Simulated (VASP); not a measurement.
Crystal: CdTe.

```
CELL_PARAMETERS angstrom
0.00000 3.27996 3.27996
3.27996 0.00000 3.27996
3.27996 3.27996 0.00000
ATOMIC_POSITIONS crystal
Cd 0.00000 0.00000 0.00000
Te 0.25000 0.25000 0.25000
```

Base run:

* Program: VASP 6.6.1
* Functional: r2SCAN
* Potentials or basis: VASP PAW PBE potentials, release 64 (Cd, Te)
* Cutoff: 520 eV
* k mesh: 6 × 6 × 6
* Occupations: gaussian, width 0.01 eV
* Spin: no spin polarisation

Its results: band gap on the k mesh 1.15 eV; pressure 0.1 GPa.

**Question.** The run is repeated on the same cell with these changes: functional from r2SCAN to PBE; further incar settings from ALGO = Normal; EDIFF = 1e-07; NBANDS = 16 to ALGO = Normal; EDIFF = 1e-06; NBANDS = 16. What comes out?

**Answer.** Band gap on the k mesh 0.66 eV; pressure 1.1 GPa.

Caveats: spin-orbit coupling is left out, which moves the levels of the heavy elements; the PAW data sets were made with another functional, which shifts forces and pressure a little (at least some runs).

